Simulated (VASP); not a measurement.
# Ga2O3 (R32) in VASP: further runs

The runs below take Ga2O3 through single point, with PBE.

Program: VASP 6.6.1. These are calculated values, not measurements. Logs are shortened: lines on timing, memory, paths and dates and some standing lists are left out, and cuts for length are marked.

## (1) The cell of the first run

Symmetry: R32, No. 155, trigonal system. The conventional cell has a = 5.057 Å, b = 5.057 Å, c = 13.623 Å, α = 90.00°, β = 90.00°, γ = 120.00°. Ga (site symmetry 3) has 6 O at 1.88 to 2.26 Å within 2.5 Å. Ga (site symmetry 3) has 6 O at 1.96 to 2.04 Å and 1 Ga at 2.48 Å within 2.6 Å. Within 2.9 Å of O (site symmetry 2) lie 4 Ga at 2.04 to 2.26 Å and 8 O at 2.69 to 2.89 Å. O (site symmetry 2) has 4 Ga at 1.88 to 1.96 Å within 2.5 Å.

## (2) Single point, PBE (atoms displaced along a vibrational mode)

INCAR reads:

```
SYSTEM = Ga2O3
  PREC = Accurate
  ENCUT = 520
  EDIFF = 1E-7
  ISMEAR = 0
  SIGMA = 0.05
  LREAL = .False.
  LASPH = .True.
  NELM = 80
  ALGO = Normal
  ISIF = 2
  LWAVE = .False.
  LCHARG = .False.
  GGA = PE
  NBANDS = 55
```

KPOINTS reads:

```
Automatic mesh
0
Gamma
  6 6 6
  0 0 0
```

POSCAR reads:

```
Ga2O3
1.0
    2.5287245564      1.4599598033      4.5410352127
   -2.5287245564      1.4599598033      4.5410352127
    0.0000000000     -2.9199196066      4.5410352127
Ga O
4 6
Direct
    0.3705496942      0.3705496942      0.3705496942
    0.1294503058      0.1294503058      0.1294503058
    0.6588121864      0.6588121864      0.6588121864
    0.8411878136      0.8411878136      0.8411878136
    0.5566592587      0.9433407413      0.2500000000
    0.2500000000      0.5566592587      0.9433407413
    0.9433407413      0.2500000000      0.5566592587
    0.4503125923      0.0496874077      0.7500000000
    0.7500000000      0.4503125923      0.0496874077
    0.0496874077      0.7500000000      0.4503125923
```

Potentials or basis: VASP PAW PBE potentials, release 64 (Ga_d, O).

Launch:

```sh
cat potpaw_PBE.64/Ga_d/POTCAR potpaw_PBE.64/O/POTCAR > POTCAR
mpirun -np 1 vasp_std > vasp.out
```

OUTCAR:

```text
SYSTEM = Ga2O3
   PREC = Accurate
   ENCUT = 520
   EDIFF = 1E-7
   ISMEAR = 0
   LREAL = .False.
   LASPH = .True.
   NELM = 80
   ISIF = 2
   GGA = PE

 ion  position               nearest neighbor table
   1  0.371  0.371  0.371-   9 1.88   8 1.88  10 1.88   7 2.26   6 2.26   5 2.26
   2  0.129  0.129  0.129-  10 1.88   8 1.88   9 1.88   6 2.26   7 2.26   5 2.26
   3  0.659  0.659  0.659-   9 1.96  10 1.96   8 1.96   6 2.04   5 2.04   7 2.04   4 2.48
   4  0.841  0.841  0.841-   9 1.96  10 1.96   8 1.96   7 2.04   5 2.04   6 2.04   3 2.48
   5  0.557  0.943  0.250-   3 2.04   4 2.04   1 2.26   2 2.26
   6  0.250  0.557  0.943-   3 2.04   4 2.04   2 2.26   1 2.26
   7  0.943  0.250  0.557-   4 2.04   3 2.04   1 2.26   2 2.26
   8  0.450  0.050  0.750-   1 1.88   2 1.88   3 1.96   4 1.96
   9  0.750  0.450  0.050-   1 1.88   2 1.88   3 1.96   4 1.96
  10  0.050  0.750  0.450-   2 1.88   1 1.88   3 1.96   4 1.96

  LATTYP: Found a trigonal (rhomboedric) cell.
 ALAT       =     5.3987898007
 COS(alpha) =     0.5612266819

  Lattice vectors:

 A1 = (   2.5287245564,   1.4599598033,   4.5410352127)
 A2 = (  -2.5287245564,   1.4599598033,   4.5410352127)
 A3 = (   0.0000000000,  -2.9199196066,   4.5410352127)

Analysis of symmetry for initial positions (statically):
=====================================================================
 Subroutine PRICEL returns:
 Original cell was already a primitive cell.

 Routine SETGRP: Setting up the symmetry group for a
 trigonal (rhombohedral) supercell.

 Subroutine GETGRP returns: Found  6 space group operations
 (whereof  3 operations were pure point group operations)
 out of a pool of 12 trial point group operations.

The static configuration has the point symmetry C_3 .
 The point group associated with its full space group is D_3 .

Analysis of symmetry for dynamics (positions and initial velocities):
=====================================================================
 Subroutine PRICEL returns:
 Original cell was already a primitive cell.

 Routine SETGRP: Setting up the symmetry group for a
 trigonal (rhombohedral) supercell.

 Subroutine GETGRP returns: Found  6 space group operations
 (whereof  3 operations were pure point group operations)
 out of a pool of 12 trial point group operations.

The dynamic configuration has the point symmetry C_3 .
 The point group associated with its full space group is D_3 .

 Subroutine INISYM returns: Found  6 space group operations
 (whereof  3 operations are pure point group operations),
 and found     1 'primitive' translations

----------------------------------------------------------------------------------------

                                     Primitive cell

  volume of cell :     100.5885

  direct lattice vectors                    reciprocal lattice vectors
     2.528724556  1.459959803  4.541035213     0.197728139  0.114158394  0.073404701
    -2.528724556  1.459959803  4.541035213    -0.197728139  0.114158394  0.073404701
     0.000000000 -2.919919607  4.541035213     0.000000000 -0.228316788  0.073404701

  length of vectors
     5.398789801  5.398789801  5.398789801     0.239826617  0.239826617  0.239826617

  position of ions in fractional coordinates (direct lattice)
     0.370549694  0.370549694  0.370549694
     0.129450306  0.129450306  0.129450306
     0.658812186  0.658812186  0.658812186
     0.841187814  0.841187814  0.841187814
     0.556659259  0.943340741  0.250000000
     0.250000000  0.556659259  0.943340741
     0.943340741  0.250000000  0.556659259
     0.450312592  0.049687408  0.750000000
     0.750000000  0.450312592  0.049687408
     0.049687408  0.750000000  0.450312592

  ion indices of the primitive-cell ions
   primitive index   ion index
                 1           1
                 2           2
                 3           3
                 4           4
                 5           5
                 6           6
                 7           7
                 8           8
                 9           9
                10          10

----------------------------------------------------------------------------------------

 KPOINTS: Automatic mesh

Automatic generation of k-mesh.
 Grid dimensions read from file:
 generate k-points for:    6    6    6

 Generating k-lattice:

  Cartesian coordinates                     Fractional coordinates (reciprocal lattice)
     0.032954690  0.019026399  0.012234117     0.166666667  0.000000000  0.000000000
    -0.032954690  0.019026399  0.012234117     0.000000000  0.166666667  0.000000000
     0.000000000 -0.038052798  0.012234117     0.000000000  0.000000000  0.166666667

  Length of vectors
     0.039971103  0.039971103  0.039971103

  Shift w.r.t. Gamma in fractional coordinates (k-lattice)
     0.000000000  0.000000000  0.000000000

 Subroutine IBZKPT returns following result:
 ===========================================

 Found     32 irreducible k-points:

 Following reciprocal coordinates:
            Coordinates               Weight
  0.000000  0.000000  0.000000      1.000000
  0.166667  0.000000 -0.000000      6.000000
  0.333333  0.000000 -0.000000      6.000000
  0.500000  0.000000  0.000000      3.000000
  0.166667  0.166667 -0.000000      6.000000
  0.333333  0.166667  0.000000     12.000000
[... 16 lines left out ...]
  0.500000  0.500000  0.166667      6.000000
 -0.333333  0.500000  0.166667     12.000000
 [... further k-points ...]
   k-points           NKPTS =     32   k-points in BZ     NKDIM =     32   number of bands    NBANDS=     55
   number of dos      NEDOS =    301   number of ions     NIONS =     10
   total plane-waves  NPLWV =  64000
   dimension x,y,z NGX =    40 NGY =   40 NGZ =   40
   dimension x,y,z NGXF=    80 NGYF=   80 NGZF=   80
   ions per type =               4   6
   NGX,Y,Z   is equivalent  to a cutoff of  12.32, 12.32, 12.32 a.u.
   NGXF,Y,Z  is equivalent  to a cutoff of  24.63, 24.63, 24.63 a.u.
 SYSTEM =  Ga2O3
   PREC   = accura    normal or accurate (medium, high low for compatibility)
   ISTART =      0    job   : 0-new  1-cont  2-samecut
   ICHARG =      2    charge: 1-file 2-atom 10-const
   ISPIN  =      1    spin polarized calculation?
   LNONCOLLINEAR =      F non collinear calculations
   LSORBIT =      F    spin-orbit coupling
   LASPH  =      T    aspherical Exc in radial PAW
   ENCUT  =  520.0 eV  38.22 Ry    6.18 a.u.  10.04 10.04 10.04*2*pi/ulx,y,z
   NELM   =     80;   NELMIN=  2; NELMDL= -5     # of ELM steps
   EDIFF  = 0.1E-06   stopping-criterion for ELM
   LREAL  =      F    real-space projection
   EDIFFG = 0.1E-05   stopping-criterion for IOM
   NSW    =      0    number of steps for IOM
   IBRION =     -1    ionic relax: 0-MD 1-quasi-New 2-CG
   NFREE  =      0    steps in history (QN), initial steepest desc. (CG)
   ISIF   =      2    stress and relaxation
   ISYM   =      2    0-nonsym 1-usesym 2-fastsym
   POTIM  = 0.5000    time-step for ionic-motion
   TEBEG  =    0.0;   TEEND  =   0.0 temperature during run
   PSTRESS=    0.0 pullay stress
   NELECT =      88.0000    total number of electrons
   NUPDOWN=      -1.0000    fix difference up-down
   EMIN   =  10.00;   EMAX   =-10.00  energy-range for DOS
   EFERMI =   0.00;   METHOD = LEGACY
   ISMEAR =     0;   SIGMA  =   0.05  broadening in eV -4-tet -1-fermi 0-gaus
   EFERMI_NEDOS =   21; number of points for ismear=-14 and -15
   IALGO  =     38    algorithm
   IMIX   =      4    mixing-type and parameters
     AMIX     =   0.40;   BMIX     =  1.00
     AMIX_MAG =   1.60;   BMIX_MAG =  1.00
  volume/ion in A,a.u.               =      10.06        67.88
  Fermi-wavevector in a.u.,A,eV,Ry     =   1.565740  2.958819 33.355234  2.451541
  Thomas-Fermi vector in A             =   2.668171
   LORBIT       =      0    0 simple, 1 ext, 2 COOP (PROOUT), +10 PAW based schemes
   GGA     = PE    functional components
   LHFCALC =     F    Hartree Fock is set to
   AEXX    =    0.0000 exact exchange contribution
   IVDW    =     0    specifies the selected vdW correction
   LEPSILON=     F    determine dielectric tensor
   LRPA    =     F    only Hartree local field effects (RPA)
 non-spin polarized calculation
 Gauss-broadening in eV      SIGMA  =   0.05
  energy-cutoff  :      520.00
  volume of cell :      100.59
 maximum number of plane-waves:      2730
   NGX = 21   NGY = 21   NGZ = 21

 number of electron      88.0000002 magnetization

 Free energy of the ion-electron system (eV)
  ---------------------------------------------------
  ext. energy  EPLUGINS =         0.00000000
  ---------------------------------------------------
  free energy    TOTEN  =       -57.27854362 eV

  energy without entropy =      -57.27854362  energy(sigma->0) =      -57.27854362

 E-fermi :   5.4197     XC(G=0): -11.9625

 val. band max:        5.1998501606   @ k =   0.5000   0.5000   0.5000
 cond. band min:       6.2026989046   @ k =   0.0000   0.0000   0.0000
 fundamental gap:      1.0028487440
 Fermi energy:         5.4197017516

 k-point     1 :       0.0000    0.0000    0.0000
  band No.  band energies     occupation
      1     -15.6890      2.00000
      2     -14.4007      2.00000
      3     -14.4007      2.00000
      4     -11.8117      2.00000
      5     -11.2283      2.00000
      6     -11.2283      2.00000
[... 47 lines left out ...]
     54      14.8387      0.00000
     55      15.4027      0.00000

 k-point     2 :       0.1667    0.0000   -0.0000
  band No.  band energies     occupation
      1     -15.6053      2.00000
      2     -14.4536      2.00000
      3     -14.4204      2.00000
      4     -11.8067      2.00000
      5     -11.2719      2.00000
      6     -11.2493      2.00000
[... 47 lines left out ...]
     54      15.3963      0.00000
     55      15.4542      0.00000
[... 1216 lines left out ...]
     54      16.2798      0.00000
     55      16.5381      0.00000

 k-point    24 :      -0.3333    0.5000    0.1667
  band No.  band energies     occupation
      1     -15.2106      2.00000
      2     -14.6556      2.00000
      3     -14.5287      2.00000
      4     -11.7859      2.00000
      5     -11.4693      2.00000
      6     -11.3221      2.00000
[... 47 lines left out ...]
     54      16.1360      0.00000
     55      16.3387      0.00000

 [... further k-points ...]

------------------------ aborting loop because EDIFF is reached ----------------------------------------

  FORCE on cell =-STRESS in cart. coord.  units (eV):
  Direction    XX          YY          ZZ          XY          YZ          ZX
  --------------------------------------------------------------------------------------
  -------------------------------------------------------------------------------------
  Total        5.0943693      5.0943693      1.2055272      0.0000000      0.0000000      0.0000000
  in kB       81.1432621     81.1432621     19.2016718      0.0000000      0.0000000      0.0000000
  external PRESSURE =      60.4960653 kB  Pullay stress =       0.0000000 kB

 VOLUME and BASIS-vectors are now :
 -----------------------------------------------------------------------------
  energy-cutoff  :      520.00
  volume of cell :      100.59
      direct lattice vectors                 reciprocal lattice vectors
     2.528724556  1.459959803  4.541035213     0.197728139  0.114158394  0.073404701
    -2.528724556  1.459959803  4.541035213    -0.197728139  0.114158394  0.073404701
     0.000000000 -2.919919607  4.541035213     0.000000000 -0.228316788  0.073404701

 POSITION                                       TOTAL-FORCE (eV/Angst)
 -----------------------------------------------------------------------------------
      0.00000      0.00000      5.04804         0.000000     -0.000000     -4.017191
      0.00000      0.00000      1.76352         0.000000      0.000000      4.017191
      0.00000      0.00000      8.97507         0.000000      0.000000     -6.543510
      0.00000      0.00000     11.45959         0.000000      0.000000      6.543510
     -0.97781      1.45996      7.94681         0.098318      0.000000     -0.000000
     -0.77546     -1.57679      7.94681        -0.049159      0.085146      0.000000
      1.75327      0.11683      7.94681        -0.049159     -0.085146      0.000000
      1.01307     -1.45996      5.67629        -0.564028      0.000000     -0.000000
      0.75783      1.60732      5.67629         0.282014     -0.488463      0.000000
     -1.77090     -0.14737      5.67629         0.282014      0.488463      0.000000
 -----------------------------------------------------------------------------------
    total drift:                                0.000000      0.000000     -0.000000

  FREE ENERGIE OF THE ION-ELECTRON SYSTEM (eV)
  ---------------------------------------------------
  free  energy   TOTEN  =       -57.2785436157 eV

  energy  without entropy=      -57.2785436157  energy(sigma->0) =      -57.27854362
```

It took 4.7 min on 1 thread of Intel Xeon Platinum 8124M at 3.00GHz (Skylake/Cascade Lake), shared host; peak memory 0.31 GiB.

Results:

```yaml
Free_energy: -57.2785 eV
Pressure: 6.0 GPa
Largest_force: 6.544 eV/Å
Band_gap_on_the_k_mesh: 1.00 eV (least direct gap 1.03 eV)
```

Forces in eV/Å, atoms in the order of the input:
```
Ga   0.000  0.000 -4.017
Ga   0.000  0.000  4.017
Ga   0.000  0.000 -6.544
Ga   0.000  0.000  6.544
O    0.098  0.000  0.000
O   -0.049  0.085  0.000
O   -0.049 -0.085  0.000
O   -0.564  0.000  0.000
O    0.282 -0.488  0.000
O    0.282  0.488  0.000
```

Levels at points of the mesh, in eV from the valence-band top:
| k point | band 41 | band 42 | band 43 | band 44 | band 45 | band 46 | band 47 | band 48 |
| --- | --- | --- | --- | --- | --- | --- | --- | --- |
| (0.00, 0.00, 0.00) | -1.11 | -1.11 | -0.03 | -0.03 | 1.00 | 5.10 | 5.48 | 7.29 |
| (0.50, 0.00, 0.00) | -1.34 | -0.94 | -0.73 | -0.41 | 4.43 | 4.52 | 5.08 | 5.82 |
| (0.50, 0.50, 0.00) | -1.25 | -0.98 | -0.57 | -0.44 | 4.66 | 4.97 | 6.05 | 6.31 |
| (0.50, 0.50, 0.50) | -1.60 | -1.60 | 0.00 | 0.00 | 3.63 | 4.95 | 6.16 | 6.29 |

Caveat: the cell differs from its parent crystal (atoms displaced along a vibrational mode); the cell stands under pressure; forces of over 1 eV/Å act on the atoms, so gaps and moduli don't describe the material at rest. A k mesh can miss the band edges.

(Continued in part 2 of 2.)
